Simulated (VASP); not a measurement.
# BeAl2H2C (P4/mmm) in VASP: a series of runs

BeAl2H2C is run at these levels: PBE; tasks: single point.

All numbers are computed with VASP 6.6.1; they aren't measurements. Logs are shortened: lines on timing, memory, paths and dates and some standing lists are left out, and cuts for length are marked.

## Step 1: The cell of the first run

The structure is tetragonal, space group P4/mmm (No. 123). The conventional cell has a = 3.277 Å, b = 3.277 Å, c = 4.851 Å, α = 90.00°, β = 90.00°, γ = 90.00°. Be (site symmetry 4/mmm) has 4 H at 1.64 Å within 2.2 Å. Within 2.8 Å of Al (site symmetry 4mm) lie 4 H at 2.08 Å and 2 Al at 2.29 to 2.56 Å and 4 C at 2.58 Å and 4 Be at 2.65 Å. Within 2.2 Å of H (site symmetry mmm) lie 2 Be at 1.64 Å and 4 Al at 2.08 Å. C (site symmetry 4/mmm) has 2 Be at 2.43 Å and 8 Al at 2.58 Å and 8 H at 2.93 Å within 3.2 Å.

## Step 2: Single point, PBE

INCAR reads:

```
SYSTEM = BeAl2H2C
PREC = Accurate
ENCUT = 520
EDIFF = 1E-6
ISMEAR = 0
SIGMA = 0.1
LREAL = .False.
LASPH = .True.
NELM = 100
ALGO = Normal
ISIF = 2
LWAVE = .False.
LCHARG = .False.
GGA = PE
NBANDS = 16
```

KPOINTS reads:

```
Automatic mesh
0
Gamma
  6 6 4
  0 0 0
```

POSCAR reads:

```
BeAl2H2C
1.0
    3.2771144178      0.0000000000      0.0000000000
    0.0000000000      3.2771144178      0.0000000000
    0.0000000000      0.0000000000      4.8506928408
Be Al H C
1 2 2 1
Direct
    0.0000000000      0.0000000000      0.0000000000
    0.5000000000      0.5000000000      0.2638989920
    0.5000000000      0.5000000000      0.7361010080
    0.0000000000      0.5000000000      0.0000000000
    0.5000000000      0.0000000000      0.0000000000
    0.0000000000      0.0000000000      0.5000000000
```

Potentials or basis: VASP PAW PBE potentials, release 64 (Be, Al, H, C).

The run is started by

```bash
$ cat potpaw_PBE.64/Be/POTCAR potpaw_PBE.64/Al/POTCAR potpaw_PBE.64/H/POTCAR potpaw_PBE.64/C/POTCAR > POTCAR
$ mpirun -np 1 vasp_std > vasp.out
```

OUTCAR:

```text
SYSTEM = BeAl2H2C
   PREC = Accurate
   ENCUT = 520
   EDIFF = 1E-6
   ISMEAR = 0
   LREAL = .False.
   LASPH = .True.
   NELM = 100
   ISIF = 2
   GGA = PE

 ion  position               nearest neighbor table
   1  0.000  0.000  0.000-   2 2.65   3 2.65   2 2.65   3 2.65   2 2.65   3 2.65   2 2.65   3 2.65

   2  0.500  0.500  0.264-   4 2.08   5 2.08   5 2.08   4 2.08   3 2.29   3 2.56   6 2.58   6 2.58
                             6 2.58   6 2.58   1 2.65   1 2.65   1 2.65   1 2.65
   3  0.500  0.500  0.736-   4 2.08   5 2.08   5 2.08   4 2.08   2 2.29   2 2.56   6 2.58   6 2.58
                             6 2.58   6 2.58   1 2.65   1 2.65   1 2.65   1 2.65
   4  0.000  0.500  0.000-   2 2.08   3 2.08   2 2.08   3 2.08
   5  0.500  0.000  0.000-   2 2.08   3 2.08   2 2.08   3 2.08
   6  0.000  0.000  0.500-   2 2.58   3 2.58   2 2.58   3 2.58   2 2.58   3 2.58   2 2.58   3 2.58

  LATTYP: Found a simple tetragonal cell.
 ALAT       =     3.2771144178
 C/A-ratio  =     1.4801719508

  Lattice vectors:

 A1 = (   3.2771144178,   0.0000000000,   0.0000000000)
 A2 = (   0.0000000000,   3.2771144178,   0.0000000000)
 A3 = (   0.0000000000,   0.0000000000,   4.8506928408)

Analysis of symmetry for initial positions (statically):
=====================================================================
 Subroutine PRICEL returns:
 Original cell was already a primitive cell.

 Routine SETGRP: Setting up the symmetry group for a
 simple tetragonal supercell.

 Subroutine GETGRP returns: Found 16 space group operations
 (whereof 16 operations were pure point group operations)
 out of a pool of 16 trial point group operations.

The static configuration has the point symmetry D_4h.

Analysis of symmetry for dynamics (positions and initial velocities):
=====================================================================
 Subroutine PRICEL returns:
 Original cell was already a primitive cell.

 Routine SETGRP: Setting up the symmetry group for a
 simple tetragonal supercell.

 Subroutine GETGRP returns: Found 16 space group operations
 (whereof 16 operations were pure point group operations)
 out of a pool of 16 trial point group operations.

The dynamic configuration has the point symmetry D_4h.

 Subroutine INISYM returns: Found 16 space group operations
 (whereof 16 operations are pure point group operations),
 and found     1 'primitive' translations

----------------------------------------------------------------------------------------

                                     Primitive cell

  volume of cell :      52.0939

  direct lattice vectors                    reciprocal lattice vectors
     3.277114418  0.000000000  0.000000000     0.305146502  0.000000000  0.000000000
     0.000000000  3.277114418  0.000000000     0.000000000  0.305146502  0.000000000
     0.000000000  0.000000000  4.850692841     0.000000000  0.000000000  0.206156117

  length of vectors
     3.277114418  3.277114418  4.850692841     0.305146502  0.305146502  0.206156117

  position of ions in fractional coordinates (direct lattice)
     0.000000000  0.000000000  0.000000000
     0.500000000  0.500000000  0.263898992
     0.500000000  0.500000000  0.736101008
     0.000000000  0.500000000  0.000000000
     0.500000000  0.000000000  0.000000000
     0.000000000  0.000000000  0.500000000

  ion indices of the primitive-cell ions
   primitive index   ion index
                 1           1
                 2           2
                 3           3
                 4           4
                 5           5
                 6           6

----------------------------------------------------------------------------------------

 KPOINTS: Automatic mesh

Automatic generation of k-mesh.
 Grid dimensions read from file:
 generate k-points for:    6    6    4

 Generating k-lattice:

  Cartesian coordinates                     Fractional coordinates (reciprocal lattice)
     0.050857750  0.000000000  0.000000000     0.166666667  0.000000000  0.000000000
     0.000000000  0.050857750  0.000000000     0.000000000  0.166666667  0.000000000
     0.000000000  0.000000000  0.051539029     0.000000000  0.000000000  0.250000000

  Length of vectors
     0.050857750  0.050857750  0.051539029

  Shift w.r.t. Gamma in fractional coordinates (k-lattice)
     0.000000000  0.000000000  0.000000000

 Subroutine IBZKPT returns following result:
 ===========================================

 Found     30 irreducible k-points:

 Following reciprocal coordinates:
            Coordinates               Weight
  0.000000  0.000000  0.000000      1.000000
  0.166667  0.000000  0.000000      4.000000
  0.333333  0.000000  0.000000      4.000000
  0.500000  0.000000  0.000000      2.000000
  0.166667  0.166667  0.000000      4.000000
  0.333333  0.166667  0.000000      8.000000
[... 16 lines left out ...]
  0.333333  0.000000  0.500000      4.000000
  0.500000  0.000000  0.500000      2.000000
 [... further k-points ...]
   k-points           NKPTS =     30   k-points in BZ     NKDIM =     30   number of bands    NBANDS=     16
   number of dos      NEDOS =    301   number of ions     NIONS =      6
   total plane-waves  NPLWV =  20736
   dimension x,y,z NGX =    24 NGY =   24 NGZ =   36
   dimension x,y,z NGXF=    48 NGYF=   48 NGZF=   72
   ions per type =               1   2   2   1
   NGX,Y,Z   is equivalent  to a cutoff of  12.18, 12.18, 12.34 a.u.
   NGXF,Y,Z  is equivalent  to a cutoff of  24.35, 24.35, 24.68 a.u.
 SYSTEM =  BeAl2H2C
   PREC   = accura    normal or accurate (medium, high low for compatibility)
   ISTART =      0    job   : 0-new  1-cont  2-samecut
   ICHARG =      2    charge: 1-file 2-atom 10-const
   ISPIN  =      1    spin polarized calculation?
   LNONCOLLINEAR =      F non collinear calculations
   LSORBIT =      F    spin-orbit coupling
   LASPH  =      T    aspherical Exc in radial PAW
   ENCUT  =  520.0 eV  38.22 Ry    6.18 a.u.   6.09  6.09  9.02*2*pi/ulx,y,z
   NELM   =    100;   NELMIN=  2; NELMDL= -5     # of ELM steps
   EDIFF  = 0.1E-05   stopping-criterion for ELM
   LREAL  =      F    real-space projection
   EDIFFG = 0.1E-04   stopping-criterion for IOM
   NSW    =      0    number of steps for IOM
   IBRION =     -1    ionic relax: 0-MD 1-quasi-New 2-CG
   NFREE  =      0    steps in history (QN), initial steepest desc. (CG)
   ISIF   =      2    stress and relaxation
   ISYM   =      2    0-nonsym 1-usesym 2-fastsym
   POTIM  = 0.5000    time-step for ionic-motion
   TEBEG  =    0.0;   TEEND  =   0.0 temperature during run
   PSTRESS=    0.0 pullay stress
   NELECT =      14.0000    total number of electrons
   NUPDOWN=      -1.0000    fix difference up-down
   EMIN   =  10.00;   EMAX   =-10.00  energy-range for DOS
   EFERMI =   0.00;   METHOD = LEGACY
   ISMEAR =     0;   SIGMA  =   0.10  broadening in eV -4-tet -1-fermi 0-gaus
   EFERMI_NEDOS =   21; number of points for ismear=-14 and -15
   IALGO  =     38    algorithm
   IMIX   =      4    mixing-type and parameters
     AMIX     =   0.40;   BMIX     =  1.00
     AMIX_MAG =   1.60;   BMIX_MAG =  1.00
  volume/ion in A,a.u.               =       8.68        58.59
  Fermi-wavevector in a.u.,A,eV,Ry     =   1.056465  1.996430 15.185716  1.116119
  Thomas-Fermi vector in A             =   2.191702
   LORBIT       =      0    0 simple, 1 ext, 2 COOP (PROOUT), +10 PAW based schemes
   GGA     = PE    functional components
   LHFCALC =     F    Hartree Fock is set to
   AEXX    =    0.0000 exact exchange contribution
   IVDW    =     0    specifies the selected vdW correction
   LEPSILON=     F    determine dielectric tensor
   LRPA    =     F    only Hartree local field effects (RPA)
 non-spin polarized calculation
 Gauss-broadening in eV      SIGMA  =   0.10
  energy-cutoff  :      520.00
  volume of cell :       52.09
 maximum number of plane-waves:      1432
   NGX = 13   NGY = 13   NGZ = 19

 number of electron      13.9999997 magnetization

 Free energy of the ion-electron system (eV)
  ---------------------------------------------------
  ext. energy  EPLUGINS =         0.00000000
  ---------------------------------------------------
  free energy    TOTEN  =       -21.78876233 eV

  energy without entropy =      -21.77668489  energy(sigma->0) =      -21.78272361

 E-fermi :   7.7776     XC(G=0): -10.7550

 val. band max:        7.7451898590   @ k =   0.3333   0.1667   0.5000
 cond. band min:       7.7861702986   @ k =   0.0000   0.0000   0.5000
 fundamental gap:      0.0409804396
 Fermi energy:         7.7775596928

 k-point     1 :       0.0000    0.0000    0.0000
  band No.  band energies     occupation
      1      -6.1586      2.00000
      2      -1.9730      2.00000
      3       1.2857      2.00000
      4       4.1947      2.00000
      5       5.9578      2.00000
      6       5.9578      2.00000
[... 8 lines left out ...]
     15      15.7354      0.00000
     16      16.5397      0.00000

 k-point     2 :       0.1667    0.0000    0.0000
  band No.  band energies     occupation
      1      -5.8258      2.00000
      2      -1.7620      2.00000
      3       1.6201      2.00000
      4       2.2224      2.00000
      5       4.9556      2.00000
      6       6.2256      2.00000
[... 8 lines left out ...]
     15      15.4872      0.00000
     16      16.6795      0.00000

 k-point     3 :       0.3333    0.0000    0.0000
  band No.  band energies     occupation
      1      -4.8433      2.00000
      2      -1.6633      2.00000
      3       0.2003      2.00000
      4       2.5412      2.00000
      5       3.2102      2.00000
      6       6.9137      2.00000
[... 8 lines left out ...]
     15      16.1977      0.00000
     16      17.2576      0.00000
[... 362 lines left out ...]
 k-point    23 :       0.3333    0.0000    0.5000
  band No.  band energies     occupation
      1      -3.8111      2.00000
      2      -3.3418      2.00000
      3       0.0600      2.00000
      4       1.5974      2.00000
      5       6.3796      2.00000
      6       7.4923      1.99995
[... 8 lines left out ...]
     15      14.6633      0.00000
     16      14.7635      0.00000

 k-point    24 :       0.5000    0.0000    0.5000
  band No.  band energies     occupation
      1      -2.6309      2.00000
      2      -2.6055      2.00000
      3      -1.7115      2.00000
      4       0.3003      2.00000
      5       6.7478      2.00000
      6       7.8389      0.38543
[... 8 lines left out ...]
     15      13.2299      0.00000
     16      14.7325      0.00000

 [... further k-points ...]
[... 5 lines left out ...]
  --------------------------------------------------------------------------------------
  -------------------------------------------------------------------------------------
  Total       -0.1067894     -0.1067894     -0.0346163      0.0000000      0.0000000     -0.0000000
  in kB       -3.2843671     -3.2843671     -1.0646433      0.0000000      0.0000000     -0.0000000
  external PRESSURE =      -2.5444592 kB  Pullay stress =       0.0000000 kB

 VOLUME and BASIS-vectors are now :
 -----------------------------------------------------------------------------
  energy-cutoff  :      520.00
  volume of cell :       52.09
      direct lattice vectors                 reciprocal lattice vectors
     3.277114418  0.000000000  0.000000000     0.305146502  0.000000000  0.000000000
     0.000000000  3.277114418  0.000000000     0.000000000  0.305146502  0.000000000
     0.000000000  0.000000000  4.850692841     0.000000000  0.000000000  0.206156117

 POSITION                                       TOTAL-FORCE (eV/Angst)
 -----------------------------------------------------------------------------------
      0.00000      0.00000      0.00000         0.000000      0.000000      0.000000
      1.63856      1.63856      1.28009         0.000000     -0.000000      0.013221
      1.63856      1.63856      3.57060        -0.000000      0.000000     -0.013221
      0.00000      1.63856      0.00000         0.000000      0.000000      0.000000
      1.63856      0.00000      0.00000         0.000000      0.000000      0.000000
      0.00000      0.00000      2.42535         0.000000      0.000000      0.000000
 -----------------------------------------------------------------------------------
    total drift:                               -0.000000      0.000000     -0.000000

  FREE ENERGIE OF THE ION-ELECTRON SYSTEM (eV)
  ---------------------------------------------------
  free  energy   TOTEN  =       -21.7887623341 eV

  energy  without entropy=      -21.7766848902  energy(sigma->0) =      -21.78272361
```

Wall time 6.8 s (1 thread of Intel Xeon 6975P-C (Granite Rapids), shared host); peak memory 0.16 GiB.

Results:

```
Free energy            : -21.7888 eV
Pressure               : -0.3 GPa
Largest force          : 0.013 eV/Å
Band gap on the k mesh : zero (band 7 reaches 8.98 eV, above the bottom of band 8 at 4.10 eV)
```

Forces on the atoms (eV/Å):
```
Be   0.000  0.000  0.000
Al   0.000  0.000  0.013
Al   0.000  0.000 -0.013
H    0.000  0.000  0.000
H    0.000  0.000  0.000
C    0.000  0.000  0.000
```

(Part 1 of 2 ends here.)
